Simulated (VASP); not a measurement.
Wanted: the native input for a VASP 6.6.1 run.

| Item | Value |
| --- | --- |
| Task | single point |
| Functional | PBE |
| Potentials or basis | VASP PAW PBE potentials, release 64 (Ti_sv, O) |
| Cutoff | 520 eV |
| k mesh | 10 × 10 × 10 |
| Occupations | fermi-dirac, width 0.02 eV |
| Spin | no spin polarisation |
| Dipole correction | no |
| Further INCAR settings | ALGO = Normal; EDIFF = 1e-06; NBANDS = 19 |

The structure of TiO2 lies in POSCAR:

```
TiO2
1.0
    0.0164582138      2.4132854717      2.4132854717
    2.4132854717      0.0164582138      2.4132854717
    2.4132854717      2.4132854717      0.0164582138
Ti O
1 2
Direct
    0.0000000000      0.0000000000      0.0000000000
    0.2496527415      0.2496527415      0.2496527415
    0.7503472585      0.7503472585      0.7503472585
```

This cell differs from its parent crystal: strain along [111] +1.0%.

The input as run:

INCAR

```
SYSTEM = TiO2
  ALGO = Normal
  EDIFF = 1E-6
  ENCUT = 520
  GGA = PE
  ISIF = 2
  ISMEAR = -1
  LASPH = .True.
  LCHARG = .False.
  LREAL = .False.
  LWAVE = .False.
  NBANDS = 19
  NELM = 100
  PREC = Accurate
  SIGMA = 0.02
```

KPOINTS

```
k-points
0
Gamma
  10 10 10
  0 0 0
```

Potentials or basis: VASP PAW PBE potentials, release 64 (Ti_sv, O).

Launch:

```bash
$ cat potpaw_PBE.64/Ti_sv/POTCAR potpaw_PBE.64/O/POTCAR > POTCAR
$ mpirun -np 1 vasp_std > vasp.out
```

Results of the run:

```yaml
Pressure: 4.0 GPa
Largest_force: 0.010 eV/Å
Band_gap_on_the_k_mesh: 1.12 eV, indirect (least direct gap 1.81 eV)
```

Caveat: the cell differs from its parent crystal (strain along [111] +1.0%).

It took 95 s on 1 thread of Intel(R) Xeon(R) Platinum 8259CL CPU @ 2.50GHz (Skylake/Cascade Lake), with other jobs on the host, peak memory 0.19 GiB.
